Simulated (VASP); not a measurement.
Set up this calculation in VASP 6.6.1, as the native input.

```yaml
Task: single point
Functional: r2SCAN
Dispersion: D3(BJ)
Potentials_or_basis: VASP PAW PBE potentials, release 64 (Te, Pb_d)
Cutoff: 520 eV
k_mesh: 5 × 5 × 5
Occupations: fermi-dirac, width 0.1 eV
Spin: no spin polarisation
Dipole_correction: no
Further_INCAR_settings: ALGO = Normal; EDIFF = 1e-06; NBANDS = 17
```

TePb:

```
CELL_PARAMETERS angstrom
0.00000 3.30470 3.30470
3.30470 0.00000 3.30470
3.30470 3.30470 0.00000
ATOMIC_POSITIONS crystal
Te 0.50000 0.50000 0.50000
Pb 0.00000 0.00000 0.00000
```

The input as run:

POSCAR

```
TePb
1.0
    0.0000000000      3.3046962724      3.3046962724
    3.3046962724      0.0000000000      3.3046962724
    3.3046962724      3.3046962724      0.0000000000
Te Pb
1 1
Direct
    0.5000000000      0.5000000000      0.5000000000
    0.0000000000      0.0000000000      0.0000000000
```

INCAR.step1

```
ALGO = Normal ; EDIFF = 1E-4
ENCUT = 520 ; GGA = PE
ISMEAR = -1 ; LASPH = T
LCHARG = F ; LREAL = F
LWAVE = T ; NBANDS = 17
NELM = 100 ; PREC = Accurate
SIGMA = 0.1
```

INCAR.step2

```
ALGO = Normal ; EDIFF = 1E-6
ENCUT = 520 ; ISIF = 2
ISMEAR = -1 ; ISTART = 1
IVDW = 12 ; LASPH = T
LCHARG = F ; LMIXTAU = T
LREAL = F ; LWAVE = F
METAGGA = R2SCAN ; NBANDS = 17
NELM = 100 ; PREC = Accurate
SIGMA = 0.1 ; VDW_A1 = 0.49484001
VDW_A2 = 5.73083694 ; VDW_S6 = 1.0
VDW_S8 = 0.78981345
```

KPOINTS

```
k-points
0
Gamma
  5 5 5
```

Potentials or basis: VASP PAW PBE potentials, release 64 (Te, Pb_d).

Command:

```console
$ cat potpaw_PBE.64/Te/POTCAR potpaw_PBE.64/Pb_d/POTCAR > POTCAR
$ cp INCAR.step1 INCAR
$ mpirun -np 1 vasp_std > vasp.out
$ cp INCAR.step2 INCAR
$ mpirun -np 1 vasp_std > vasp.out
```

Results of the run:

| Quantity | Value |
| --- | --- |
| Pressure | -1.8 GPa |
| Dispersion energy per atom | -0.177 eV |

Caveat: three body term missing; the PAW data sets were made with another functional, which shifts forces and pressure a little.

It took 42 s on 1 thread of Intel(R) Xeon(R) 6975P-C (Granite Rapids) (shared host), peak memory 0.21 GiB.
